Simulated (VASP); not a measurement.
# Pd (Im-3m) in VASP: further runs

Runs on Pd. Level: PBE. Tasks: single point, relaxation of cell and atoms.

Program: VASP 6.6.1. These are calculated values, not measurements. Logs are shortened: lines on timing, memory, paths and dates and some standing lists are left out, and cuts for length are marked.

### 1 The cell of the first run

The structure is cubic, space group Im-3m (No. 229). The conventional cell has a = 3.138 Å, b = 3.138 Å, c = 3.138 Å, α = 90.00°, β = 90.00°, γ = 90.00°. Pd (site symmetry m-3m) has 14 Pd at 2.72 to 3.14 Å within 3.6 Å.

### 2 Single point, PBE

The input, INCAR:

```
ALGO = Normal ; EDIFF = 1E-7
ENCUT = 520 ; GGA = PE
ISIF = 2 ; ISMEAR = -1
LASPH = True ; LCHARG = False
LREAL = False ; LWAVE = False
NBANDS = 11 ; NELM = 60
PREC = Accurate ; SIGMA = 0.05
```

The input, KPOINTS:

```
k-points
0
Gamma
  18 18 18
```

The input, POSCAR:

```
Pd
1.0
   -1.5687506983      1.5687506983      1.5687506983
    1.5687506983     -1.5687506983      1.5687506983
    1.5687506983      1.5687506983     -1.5687506983
Pd
1
Direct
    0.0000000000      0.0000000000      0.0000000000
```

Potentials or basis: VASP PAW PBE potentials, release 64 (Pd).

Started as:

```bash
cat potpaw_PBE.64/Pd/POTCAR > POTCAR
mpirun -np 1 vasp_std > vasp.out
```

OUTCAR:

```text
EDIFF = 1E-7
   ENCUT = 520
   GGA = PE
   ISIF = 2
   ISMEAR = -1
   LASPH = True
   LREAL = False
   NELM = 60
   PREC = Accurate

 ion  position               nearest neighbor table
   1  0.000  0.000  0.000-

  LATTYP: Found a body centered cubic cell.
 ALAT       =     3.1375013966

  Lattice vectors:

 A1 = (  -1.5687506983,   1.5687506983,   1.5687506983)
 A2 = (   1.5687506983,  -1.5687506983,   1.5687506983)
 A3 = (   1.5687506983,   1.5687506983,  -1.5687506983)

Analysis of symmetry for initial positions (statically):
=====================================================================
 Subroutine PRICEL returns:
 Original cell was already a primitive cell.

 Routine SETGRP: Setting up the symmetry group for a
 body centered cubic supercell.

 Subroutine GETGRP returns: Found 48 space group operations
 (whereof 48 operations were pure point group operations)
 out of a pool of 48 trial point group operations.

The static configuration has the point symmetry O_h .

Analysis of symmetry for dynamics (positions and initial velocities):
=====================================================================
 Subroutine PRICEL returns:
 Original cell was already a primitive cell.

 Routine SETGRP: Setting up the symmetry group for a
 body centered cubic supercell.

 Subroutine GETGRP returns: Found 48 space group operations
 (whereof 48 operations were pure point group operations)
 out of a pool of 48 trial point group operations.

The dynamic configuration has the point symmetry O_h .

 Subroutine INISYM returns: Found 48 space group operations
 (whereof 48 operations are pure point group operations),
 and found     1 'primitive' translations

----------------------------------------------------------------------------------------

                                     Primitive cell

  volume of cell :      15.4426

  direct lattice vectors                    reciprocal lattice vectors
    -1.568750698  1.568750698  1.568750698     0.000000000  0.318724958  0.318724958
     1.568750698 -1.568750698  1.568750698     0.318724958  0.000000000  0.318724958
     1.568750698  1.568750698 -1.568750698     0.318724958  0.318724958  0.000000000

  length of vectors
     2.717155914  2.717155914  2.717155914     0.450745158  0.450745158  0.450745158

  position of ions in fractional coordinates (direct lattice)
     0.000000000  0.000000000  0.000000000

  ion indices of the primitive-cell ions
   primitive index   ion index
                 1           1

----------------------------------------------------------------------------------------

 KPOINTS: k-points

Automatic generation of k-mesh.
 Grid dimensions read from file:
 generate k-points for:   18   18   18

 Generating k-lattice:

  Cartesian coordinates                     Fractional coordinates (reciprocal lattice)
     0.000000000  0.017706942  0.017706942     0.055555556  0.000000000  0.000000000
     0.017706942  0.000000000  0.017706942     0.000000000  0.055555556  0.000000000
     0.017706942  0.017706942  0.000000000     0.000000000  0.000000000  0.055555556

  Length of vectors
     0.025041398  0.025041398  0.025041398

  Shift w.r.t. Gamma in fractional coordinates (k-lattice)
     0.000000000  0.000000000  0.000000000

 Subroutine IBZKPT returns following result:
 ===========================================

 Found    195 irreducible k-points:

 Following reciprocal coordinates:
            Coordinates               Weight
  0.000000  0.000000  0.000000      1.000000
  0.055556  0.000000  0.000000     12.000000
  0.111111  0.000000  0.000000     12.000000
  0.166667  0.000000  0.000000     12.000000
  0.222222  0.000000  0.000000     12.000000
  0.277778  0.000000  0.000000     12.000000
[... 16 lines left out ...]
  0.333333  0.111111  0.000000     48.000000
  0.388889  0.111111  0.000000     48.000000
 [... further k-points ...]
   k-points           NKPTS =    195   k-points in BZ     NKDIM =    195   number of bands    NBANDS=     11
   number of dos      NEDOS =    301   number of ions     NIONS =      1
   total plane-waves  NPLWV =   8000
   dimension x,y,z NGX =    20 NGY =   20 NGZ =   20
   dimension x,y,z NGXF=    40 NGYF=   40 NGZF=   40
   ions per type =               1
   NGX,Y,Z   is equivalent  to a cutoff of  12.24, 12.24, 12.24 a.u.
   NGXF,Y,Z  is equivalent  to a cutoff of  24.47, 24.47, 24.47 a.u.
 SYSTEM =  unknown system
   PREC   = accura    normal or accurate (medium, high low for compatibility)
   ISTART =      0    job   : 0-new  1-cont  2-samecut
   ICHARG =      2    charge: 1-file 2-atom 10-const
   ISPIN  =      1    spin polarized calculation?
   LNONCOLLINEAR =      F non collinear calculations
   LSORBIT =      F    spin-orbit coupling
   LASPH  =      T    aspherical Exc in radial PAW
   ENCUT  =  520.0 eV  38.22 Ry    6.18 a.u.   5.05  5.05  5.05*2*pi/ulx,y,z
   NELM   =     60;   NELMIN=  2; NELMDL= -5     # of ELM steps
   EDIFF  = 0.1E-06   stopping-criterion for ELM
   LREAL  =      F    real-space projection
   EDIFFG = 0.1E-05   stopping-criterion for IOM
   NSW    =      0    number of steps for IOM
   IBRION =     -1    ionic relax: 0-MD 1-quasi-New 2-CG
   NFREE  =      0    steps in history (QN), initial steepest desc. (CG)
   ISIF   =      2    stress and relaxation
   ISYM   =      2    0-nonsym 1-usesym 2-fastsym
   POTIM  = 0.5000    time-step for ionic-motion
   TEBEG  =    0.0;   TEEND  =   0.0 temperature during run
   PSTRESS=    0.0 pullay stress
   NELECT =      10.0000    total number of electrons
   NUPDOWN=      -1.0000    fix difference up-down
   EMIN   =  10.00;   EMAX   =-10.00  energy-range for DOS
   EFERMI =   0.00;   METHOD = LEGACY
   ISMEAR =    -1;   SIGMA  =   0.05  broadening in eV -4-tet -1-fermi 0-gaus
   EFERMI_NEDOS =   21; number of points for ismear=-14 and -15
   IALGO  =     38    algorithm
   IMIX   =      4    mixing-type and parameters
     AMIX     =   0.40;   BMIX     =  1.00
     AMIX_MAG =   1.60;   BMIX_MAG =  1.00
  volume/ion in A,a.u.               =      15.44       104.21
  Fermi-wavevector in a.u.,A,eV,Ry     =   1.416340  2.676495 27.293551  2.006019
  Thomas-Fermi vector in A             =   2.537685
   LORBIT       =      0    0 simple, 1 ext, 2 COOP (PROOUT), +10 PAW based schemes
   GGA     = PE    functional components
   LHFCALC =     F    Hartree Fock is set to
   AEXX    =    0.0000 exact exchange contribution
   IVDW    =     0    specifies the selected vdW correction
   LEPSILON=     F    determine dielectric tensor
   LRPA    =     F    only Hartree local field effects (RPA)
 non-spin polarized calculation
  energy-cutoff  :      520.00
  volume of cell :       15.44
 maximum number of plane-waves:       430
   NGX = 11   NGY = 11   NGZ = 11

 number of electron      10.0000006 magnetization

 Free energy of the ion-electron system (eV)
  ---------------------------------------------------
  ext. energy  EPLUGINS =         0.00000000
  ---------------------------------------------------
  free energy    TOTEN  =        -5.18080758 eV

  energy without entropy =       -5.17036482  energy(sigma->0) =       -5.17558620

 E-fermi :   9.0251     XC(G=0): -12.8951

 val. band max:        9.0124658775   @ k =  -0.4444  -0.4444   0.3333
 cond. band min:       9.0315414691   @ k =   0.5000   0.5000   0.4444
 fundamental gap:      0.0190755916
 Fermi energy:         9.0250718947

 k-point     1 :       0.0000    0.0000    0.0000
  band No.  band energies     occupation
      1       2.2464      2.00000
      2       6.2703      2.00000
      3       6.2703      2.00000
      4       6.2703      2.00000
      5       8.1321      2.00000
      6       8.1321      2.00000
      7      28.3167      0.00000
      8      28.3167      0.00000
      9      28.3167      0.00000
     10      36.0102      0.00000
     11      36.4060      0.00000

 k-point     2 :       0.0556    0.0000    0.0000
  band No.  band energies     occupation
      1       2.3607      2.00000
      2       6.2327      2.00000
      3       6.2722      2.00000
      4       6.3496      2.00000
      5       8.0876      2.00000
      6       8.1349      2.00000
      7      28.2327      0.00000
      8      28.3323      0.00000
      9      28.4494      0.00000
     10      35.1498      0.00000
     11      35.5858      0.00000

 k-point     3 :       0.1111    0.0000    0.0000
  band No.  band energies     occupation
      1       2.6919      2.00000
      2       6.1260      2.00000
      3       6.2754      2.00000
      4       6.5828      2.00000
      5       7.9797      2.00000
      6       8.1440      2.00000
      7      27.8422      0.00000
      8      28.2788      0.00000
      9      28.8329      0.00000
     10      33.8888      0.00000
     11      34.4158      0.00000

 k-point     4 :       0.1667    0.0000    0.0000
  band No.  band energies     occupation
      1       3.1945      2.00000
      2       5.9668      2.00000
      3       6.2887      2.00000
      4       6.9554      2.00000
      5       7.8716      2.00000
      6       8.1616      2.00000
      7      26.8344      0.00000
      8      27.9060      0.00000
      9      29.4245      0.00000
     10      33.3787      0.00000
     11      33.4459      0.00000
[... 239 lines left out ...]
 k-point    22 :       0.2778    0.1111    0.0000
  band No.  band energies     occupation
      1       4.5059      2.00000
      2       5.4711      2.00000
      3       6.8592      2.00000
      4       7.8419      2.00000
      5       8.3865      1.99999
      6       9.4707      0.00027
      7      21.0769      0.00000
      8      24.5869      0.00000
      9      27.3274      0.00000
     10      31.4668      0.00000
     11      35.2446      0.00000

 k-point    23 :       0.3333    0.1111    0.0000
  band No.  band energies     occupation
      1       4.4287      2.00000
      2       5.3404      2.00000
      3       7.4098      2.00000
      4       7.9732      2.00000
      5       8.5433      1.99987
      6      10.4467      0.00000
      7      19.0382      0.00000
      8      23.9526      0.00000
      9      26.4187      0.00000
     10      32.1018      0.00000
     11      35.2377      0.00000

 k-point    24 :       0.3889    0.1111    0.0000
  band No.  band energies     occupation
      1       4.3403      2.00000
      2       5.2593      2.00000
      3       7.7212      2.00000
      4       8.0329      2.00000
      5       8.7968      1.97941
      6      11.4514      0.00000
      7      17.3577      0.00000
      8      23.5330      0.00000
      9      25.8250      0.00000
     10      32.5605      0.00000
     11      35.0892      0.00000

 [... further k-points ...]
[... 5 lines left out ...]
  --------------------------------------------------------------------------------------
  -------------------------------------------------------------------------------------
  Total       -0.0307045     -0.0307045     -0.0307045     -0.0000000      0.0000000     -0.0000000
  in kB       -3.1855956     -3.1855956     -3.1855956     -0.0000000      0.0000000     -0.0000000
  external PRESSURE =      -3.1855956 kB  Pullay stress =       0.0000000 kB

 VOLUME and BASIS-vectors are now :
 -----------------------------------------------------------------------------
  energy-cutoff  :      520.00
  volume of cell :       15.44
      direct lattice vectors                 reciprocal lattice vectors
    -1.568750698  1.568750698  1.568750698     0.000000000  0.318724958  0.318724958
     1.568750698 -1.568750698  1.568750698     0.318724958  0.000000000  0.318724958
     1.568750698  1.568750698 -1.568750698     0.318724958  0.318724958  0.000000000

 POSITION                                       TOTAL-FORCE (eV/Angst)
 -----------------------------------------------------------------------------------
      0.00000      0.00000      0.00000         0.000000      0.000000      0.000000
 -----------------------------------------------------------------------------------
    total drift:                               -0.000000     -0.000000      0.000000

  FREE ENERGIE OF THE ION-ELECTRON SYSTEM (eV)
  ---------------------------------------------------
  free  energy   TOTEN  =        -5.1808075761 eV

  energy  without entropy=       -5.1703648199  energy(sigma->0) =       -5.17558620
```

It took 24 s on 1 thread of AMD EPYC 9R14 (Zen 4), shared host; peak memory 0.12 GiB.

What came out:

```yaml
Free_energy: -5.1808 eV
Pressure: -0.3 GPa
Band_gap_on_the_k_mesh: zero (band 5 reaches 9.58 eV, above the bottom of band 6 at 8.05 eV)
```

Levels at points of the mesh, in eV from the Fermi level:
| k point | band 1 | band 2 | band 3 | band 4 | band 5 | band 6 | band 7 | band 8 | band 9 | band 10 |
| --- | --- | --- | --- | --- | --- | --- | --- | --- | --- | --- |
| (0.00, 0.00, 0.00) | -6.78 | -2.75 | -2.75 | -2.75 | -0.89 | -0.89 | 19.29 | 19.29 | 19.29 | 26.99 |
| (0.50, 0.00, 0.00) | -4.95 | -3.87 | -0.96 | -0.68 | 0.56 | 1.49 | 7.59 | 15.05 | 17.43 | 23.75 |
| (0.50, 0.50, 0.50) | -4.88 | -4.88 | 0.20 | 0.20 | 0.20 | 9.09 | 9.09 | 9.09 | 17.03 | 17.17 |

(Part 1 of 2 ends here.)
